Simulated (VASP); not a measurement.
# C (Cm) in VASP: a series of runs, part 2 of 2

VASP 6.6.1. The steps go on from the part before.

### Step 3. Single point, LDA

INCAR

```
PREC     = Accurate       # precision mode
ENCUT    = 910            # plane-wave cutoff, eV
EDIFF    = 1E-6           # SCF threshold, eV
ISMEAR   = 0              # smearing method
SIGMA    = 0.05           # smearing width, eV
LREAL    = False          # projectors in reciprocal space
LASPH    = True           # aspherical terms in the spheres
NELM     = 120            # most SCF steps
ALGO     = Normal         # electronic algorithm
ISIF     = 2              # what is computed and relaxed
LWAVE    = False          # write WAVECAR
LCHARG   = False          # write CHGCAR
GGA      = CA             # functional
NBANDS   = 31             # bands
GGA_COMPAT= False
```

KPOINTS

```
Automatic mesh
0
Gamma
  10 10 3
```

POSCAR

```
C
1.0
   -2.4912907516      0.0000000000      0.0000000000
   -1.2456453758     -2.1575210791      0.0000000000
   -0.3115359085     -0.1798653406     10.2538776052
C
10
Direct
   -0.3394421100     -0.3394421100      0.8741556576
    0.6729721300      0.6729721300      0.7252443424
    0.0562802280      0.0562802280      0.1257869493
    0.6939497920      0.6939497920      0.4736130507
    0.0438577576      0.0438577576      0.2747969895
    0.7063722624      0.7063722624      0.3246030105
   -0.0102886207     -0.0102886207      0.9242937306
    0.3438186407      0.3438186407      0.6751062694
    0.3937920106      0.3937920106      0.0756656066
    0.3564380094      0.3564380094      0.5237343934
```

Potentials or basis: VASP PAW LDA potentials, release 64 (C_h).

Command:

```
cat potpaw_LDA.64/C_h/POTCAR > POTCAR
mpirun -np 1 vasp_std > vasp.out
```

OUTCAR:

```text
PREC = Accurate
   ENCUT = 910
   EDIFF = 1E-6
   ISMEAR = 0
   LREAL = False
   LASPH = True
   NELM = 120
   ISIF = 2
   GGA = CA

 ion  position               nearest neighbor table
   1  0.661  0.661  0.874-
   2  0.673  0.673  0.725-
   3  0.056  0.056  0.126-
   4  0.694  0.694  0.474-
   5  0.044  0.044  0.275-
   6  0.706  0.706  0.325-
   7  0.990  0.990  0.924-
   8  0.344  0.344  0.675-
   9  0.394  0.394  0.076-
  10  0.356  0.356  0.524-

  LATTYP: Found a base centered monoclinic cell.
 ALAT       =     4.3150421582
 B/A-ratio  =     0.5773502692
 C/A-ratio  =     2.3777718496
 COS(beta)  =    -0.0350608351

  Lattice vectors:

 A1 = (   2.4912907516,   0.0000000000,   0.0000000000)
 A2 = (   1.2456453758,   2.1575210791,   0.0000000000)
 A3 = (  -0.3115359085,  -0.1798653406,  10.2538776052)

Analysis of symmetry for initial positions (statically):
=====================================================================
 Subroutine PRICEL returns:
 Original cell was already a primitive cell.

 Routine SETGRP: Setting up the symmetry group for a
 base centered monoclinic supercell.

 Subroutine GETGRP returns: Found  2 space group operations
 (whereof  2 operations were pure point group operations)
 out of a pool of  4 trial point group operations.

The static configuration has the point symmetry C_1h.

Analysis of symmetry for dynamics (positions and initial velocities):
=====================================================================
 Subroutine PRICEL returns:
 Original cell was already a primitive cell.

 Routine SETGRP: Setting up the symmetry group for a
 base centered monoclinic supercell.

 Subroutine GETGRP returns: Found  2 space group operations
 (whereof  2 operations were pure point group operations)
 out of a pool of  4 trial point group operations.

The dynamic configuration has the point symmetry C_1h.

 Subroutine INISYM returns: Found  2 space group operations
 (whereof  2 operations are pure point group operations),
 and found     1 'primitive' translations

----------------------------------------------------------------------------------------

                                     Primitive cell

  volume of cell :      55.1147

  direct lattice vectors                    reciprocal lattice vectors
    -2.491290752  0.000000000  0.000000000    -0.401398351  0.231747446 -0.008130258
    -1.245645376 -2.157521079  0.000000000     0.000000000 -0.463494892 -0.008130258
    -0.311535909 -0.179865341 10.253877605     0.000000000  0.000000000  0.097524082

  length of vectors
     2.491290752  2.491290752 10.260185773     0.463566194  0.463566194  0.097524082

  position of ions in fractional coordinates (direct lattice)
     0.660557890  0.660557890  0.874155658
     0.672972130  0.672972130  0.725244342
     0.056280228  0.056280228  0.125786949
     0.693949792  0.693949792  0.473613051
     0.043857758  0.043857758  0.274796989
     0.706372262  0.706372262  0.324603010
     0.989711379  0.989711379  0.924293731
     0.343818641  0.343818641  0.675106269
     0.393792011  0.393792011  0.075665607
[... 40 lines left out ...]

 Following reciprocal coordinates:
            Coordinates               Weight
  0.000000  0.000000  0.000000      1.000000
  0.100000  0.000000  0.000000      4.000000
  0.200000  0.000000  0.000000      4.000000
  0.300000  0.000000  0.000000      4.000000
  0.400000  0.000000  0.000000      4.000000
  0.500000  0.000000  0.000000      2.000000
[... 16 lines left out ...]
  0.300000  0.300000  0.000000      2.000000
  0.400000  0.300000 -0.000000      4.000000
 [... further k-points ...]
   k-points           NKPTS =     86   k-points in BZ     NKDIM =     86   number of bands    NBANDS=     31
   number of dos      NEDOS =    301   number of ions     NIONS =     10
   total plane-waves  NPLWV =  84672
   dimension x,y,z NGX =    28 NGY =   28 NGZ =  108
   dimension x,y,z NGXF=    56 NGYF=   56 NGZF=  216
   ions per type =              10
   NGX,Y,Z   is equivalent  to a cutoff of  18.68, 18.68, 17.50 a.u.
   NGXF,Y,Z  is equivalent  to a cutoff of  37.37, 37.37, 35.00 a.u.
 SYSTEM =  unknown system
   PREC   = accura    normal or accurate (medium, high low for compatibility)
   ISTART =      0    job   : 0-new  1-cont  2-samecut
   ICHARG =      2    charge: 1-file 2-atom 10-const
   ISPIN  =      1    spin polarized calculation?
   LNONCOLLINEAR =      F non collinear calculations
   LSORBIT =      F    spin-orbit coupling
   LASPH  =      T    aspherical Exc in radial PAW
   ENCUT  =  910.0 eV  66.88 Ry    8.18 a.u.   6.13  6.13 25.24*2*pi/ulx,y,z
   NELM   =    120;   NELMIN=  2; NELMDL= -5     # of ELM steps
   EDIFF  = 0.1E-05   stopping-criterion for ELM
   LREAL  =      F    real-space projection
   EDIFFG = 0.1E-04   stopping-criterion for IOM
   NSW    =      0    number of steps for IOM
   IBRION =     -1    ionic relax: 0-MD 1-quasi-New 2-CG
   NFREE  =      0    steps in history (QN), initial steepest desc. (CG)
   ISIF   =      2    stress and relaxation
   ISYM   =      2    0-nonsym 1-usesym 2-fastsym
   POTIM  = 0.5000    time-step for ionic-motion
   TEBEG  =    0.0;   TEEND  =   0.0 temperature during run
   PSTRESS=    0.0 pullay stress
   NELECT =      40.0000    total number of electrons
   NUPDOWN=      -1.0000    fix difference up-down
   EMIN   =  10.00;   EMAX   =-10.00  energy-range for DOS
   EFERMI =   0.00;   METHOD = LEGACY
   ISMEAR =     0;   SIGMA  =   0.05  broadening in eV -4-tet -1-fermi 0-gaus
   EFERMI_NEDOS =   21; number of points for ismear=-14 and -15
   IALGO  =     38    algorithm
   IMIX   =      4    mixing-type and parameters
     AMIX     =   0.40;   BMIX     =  1.00
     AMIX_MAG =   1.60;   BMIX_MAG =  1.00
  volume/ion in A,a.u.               =       5.51        37.19
  Fermi-wavevector in a.u.,A,eV,Ry     =   1.471202  2.780169 29.448929  2.164435
  Thomas-Fermi vector in A             =   2.586366
   LORBIT       =      0    0 simple, 1 ext, 2 COOP (PROOUT), +10 PAW based schemes
   GGA     = CA    functional components
   LHFCALC =     F    Hartree Fock is set to
   AEXX    =    0.0000 exact exchange contribution
   IVDW    =     0    specifies the selected vdW correction
   LEPSILON=     F    determine dielectric tensor
   LRPA    =     F    only Hartree local field effects (RPA)
 non-spin polarized calculation
 Gauss-broadening in eV      SIGMA  =   0.05
  energy-cutoff  :      910.00
  volume of cell :       55.11
 maximum number of plane-waves:      3470
 NGX is ok and might be reduce to    28
   NGX = 13   NGY = 13   NGZ = 51

 number of electron      40.0000000 magnetization

 Free energy of the ion-electron system (eV)
  ---------------------------------------------------
  ext. energy  EPLUGINS =         0.00000000
  ---------------------------------------------------
  free energy    TOTEN  =       -96.89349316 eV

  energy without entropy =      -96.89190394  energy(sigma->0) =      -96.89269855

 E-fermi :  11.6934     XC(G=0): -13.8281

 val. band max:       11.6915161617   @ k =  -0.3000   0.3000  -0.0000
 cond. band min:      11.7161096780   @ k =  -0.2000   0.3000   0.3333
 fundamental gap:      0.0245935163
 Fermi energy:        11.6933642988

 k-point     1 :       0.0000    0.0000    0.0000
  band No.  band energies     occupation
      1     -10.3753      2.00000
      2      -9.3160      2.00000
      3      -9.1885      2.00000
      4      -6.1179      2.00000
      5      -5.9672      2.00000
      6      -0.3433      2.00000
[... 805 lines left out ...]
     30      21.2921      0.00000
     31      22.4890      0.00000

 [... further k-points ...]
[... 5 lines left out ...]
  --------------------------------------------------------------------------------------
  -------------------------------------------------------------------------------------
  Total       -0.5979197     -2.6959368      8.3326008      1.8169361     -0.8494354     -1.4712653
  in kB      -17.3814432    -78.3705141    242.2275674     52.8180847    -24.6929704    -42.7694800
  external PRESSURE =      48.8252034 kB  Pullay stress =       0.0000000 kB

 VOLUME and BASIS-vectors are now :
 -----------------------------------------------------------------------------
  energy-cutoff  :      910.00
  volume of cell :       55.11
      direct lattice vectors                 reciprocal lattice vectors
    -2.491290752  0.000000000  0.000000000    -0.401398351  0.231747446 -0.008130258
    -1.245645376 -2.157521079  0.000000000     0.000000000 -0.463494892 -0.008130258
    -0.311535909 -0.179865341 10.253877605     0.000000000  0.000000000  0.097524082

 POSITION                                       TOTAL-FORCE (eV/Angst)
 -----------------------------------------------------------------------------------
     -2.74079     -1.58240      8.96349        -0.534351     -0.308508      0.282061
     -2.74079     -1.58240      7.43657        -0.182452     -0.105338     -0.523782
     -0.24950     -0.14405      1.28980        -0.418935     -0.241872      0.237789
     -2.74079     -1.58240      4.85637        -0.016789     -0.009693      0.119650
     -0.24950     -0.14405      2.81773        -0.287187     -0.165807      0.676373
     -2.74079     -1.58240      3.32844         0.025335      0.014627     -0.182629
     -3.98644     -2.30157      9.47759         1.604807      0.926536     -3.560375
     -1.49515     -0.86322      6.92246        -0.019019     -0.010980      0.109266
     -1.49515     -0.86322      0.77587        -0.176000     -0.101614      2.967132
     -1.49515     -0.86322      5.37031         0.004590      0.002650     -0.125484
 -----------------------------------------------------------------------------------
    total drift:                               -0.000020     -0.000011     -0.000155

  FREE ENERGIE OF THE ION-ELECTRON SYSTEM (eV)
  ---------------------------------------------------
  free  energy   TOTEN  =       -96.8934931650 eV

  energy  without entropy=      -96.8919039381  energy(sigma->0) =      -96.89269855
```

It took 4.2 min on 1 thread of AMD EPYC 9R45 (Zen 5), shared host; peak memory 0.32 GiB.

Results:

```
Free energy            : -96.8935 eV
Pressure               : 4.9 GPa
Largest force          : 4.014 eV/Å
Band gap on the k mesh : zero (bands 20 and 21 overlap by 0.31 eV)
```

Forces on the atoms (eV/Å):
```
C   -0.534 -0.309  0.282
C   -0.182 -0.105 -0.524
C   -0.419 -0.242  0.238
C   -0.017 -0.010  0.120
C   -0.287 -0.166  0.676
C    0.025  0.015 -0.183
C    1.605  0.927 -3.560
C   -0.019 -0.011  0.109
C   -0.176 -0.102  2.967
C    0.005  0.003 -0.125
```

Caveat: the cutoff is under 1.25 times the usual one of these potentials, so pressure, stress and relaxed cells hold a basis-set (Pulay) error; the cell stands under pressure; forces of over 1 eV/Å act on the atoms, so gaps and moduli don't describe the material at rest.
